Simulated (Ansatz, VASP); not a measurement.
**Two plane-wave programs on Si**

File INCAR:

```
SYSTEM = Si
ALGO = Fast ; EDIFF = 1E-6
ENCUT = 520 ; ISIF = 2
ISMEAR = 0 ; LASPH = .True.
LCHARG = .False. ; LREAL = .False.
LWAVE = .False. ; NBANDS = 26
NELM = 60 ; PREC = Accurate
SIGMA = 0.03
```

Contents of KPOINTS:

```
k-points
0
Gamma
  10 10 3
  0 0 0
```

POSCAR

```
Si
1.0
   -3.8016851185      0.0000000000      0.0000000000
   -1.9008425592     -3.2923558898      0.0000000000
   -1.2672283728     -1.0974519633     12.5773876662
Si
8
Direct
    0.1822469962      0.0311606590      0.9065180230
    0.2655803295      0.1978273257      0.4065180230
    0.6405803295      0.6144939923      0.1565180230
    0.5572469962      0.4478273257      0.6565180230
    0.3177530038      0.3021726743      0.0934819770
    0.2344196705      0.1355060077      0.5934819770
    0.6094196705      0.5521726743      0.3434819770
    0.5260863372      0.3855060077      0.8434819770
```

Input for Ansatz:

```yaml
crystal:
  lattice:
    - [-3.8016851185, 0.0, 0.0]
    - [-1.9008425592, -3.2923558898, 0.0]
    - [-1.2672283728, -1.0974519633, 12.5773876662]
  atoms:
    - { symbol: Si, position: [0.1822469962, 0.031160659, 0.906518023] }
    - { symbol: Si, position: [0.2655803295, 0.1978273257, 0.406518023] }
    - { symbol: Si, position: [0.6405803295, 0.6144939923, 0.156518023] }
    - { symbol: Si, position: [0.5572469962, 0.4478273257, 0.656518023] }
    - { symbol: Si, position: [0.3177530038, 0.3021726743, 0.093481977] }
    - { symbol: Si, position: [0.2344196705, 0.1355060077, 0.593481977] }
    - { symbol: Si, position: [0.6094196705, 0.5521726743, 0.343481977] }
    - { symbol: Si, position: [0.5260863372, 0.3855060077, 0.843481977] }
basis:
  ecutwfc: 420
kpoints:
  mp_grid: { grid: [10, 10, 3] }
hamiltonian:
  xc: lda
  pseudopotentials: { kind: paw, azcp: { folder: soft_1 } }
scf:
  occupations: { method: gaussian, width: 0.03 }
output:
  forces: true
  stress: true
  eigenvalues: true
```

Alike in both runs: task single point; functional LDA; k mesh 10 × 10 × 3; occupations gaussian, width 0.03 eV; no spin polarisation.

|  | VASP | Ansatz |
| --- | --- | --- |
| version | VASP 6.6.1 | Ansatz 0.2.0 |
| potentials or method | VASP PAW LDA potentials, release 64 (Si), cutoff 520 eV | scalar-relativistic, plane waves, PAW |
| valence electrons in the cell | 32 | 32 |

```tsv
	VASP	Ansatz	Ansatz less VASP
gap on the k mesh at the Fermi level (eV)	none	none	-
pressure (GPa)	-0.9	-0.9	-0.05
traceless stress, the component that is largest in VASP (GPa)	2.37	2.36	-0.002
rms of the force components (eV/Å)	0.316	0.316	-0.0002
```

Ansatz warns that its potentials were made for another functional, while VASP's fit it. LDA's correlation is that of Perdew and Zunger in VASP and of Perdew and Wang (1992) in Ansatz. Atom by atom the forces differ by 0.001 eV/Å (rms over components). A gap of «none» marks a metal or a gap that the smearing closes.
